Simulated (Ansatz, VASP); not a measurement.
## One calculation of Al, two programs

```
CELL_PARAMETERS angstrom
-0.04649 1.99102 1.85165
1.94453 0.00000 1.80516
1.99102 1.99102 -0.04649
ATOMIC_POSITIONS crystal
Al 0.00000 0.00000 0.00000
```

Change from the starting cell: engineering shear strain xz -0.0467, normal strain along z -0.0700.

Alike in both runs: task single point; functional PBE; dispersion D3(BJ); k mesh 20 × 20 × 20; occupations gaussian, width 0.15 eV; no spin polarisation.

```csv
,VASP,Ansatz
version,VASP 6.6.1,Ansatz 0.2.0
potentials or method,"VASP PAW PBE potentials, release 64 (Al), cutoff 520 eV","scalar-relativistic, plane waves, PAW"
valence electrons in the cell,3,3
```

|  | VASP | Ansatz | Ansatz less VASP |
| --- | --- | --- | --- |
| gap on the k mesh at the Fermi level (eV) | none | none | - |
| pressure (GPa) | 8.2 | 8.2 | 0.00 |
| traceless stress, the component that is largest in VASP (GPa) | 3.98 | 3.99 | +0.006 |

A gap of «none» marks a metal or a gap that the smearing closes.
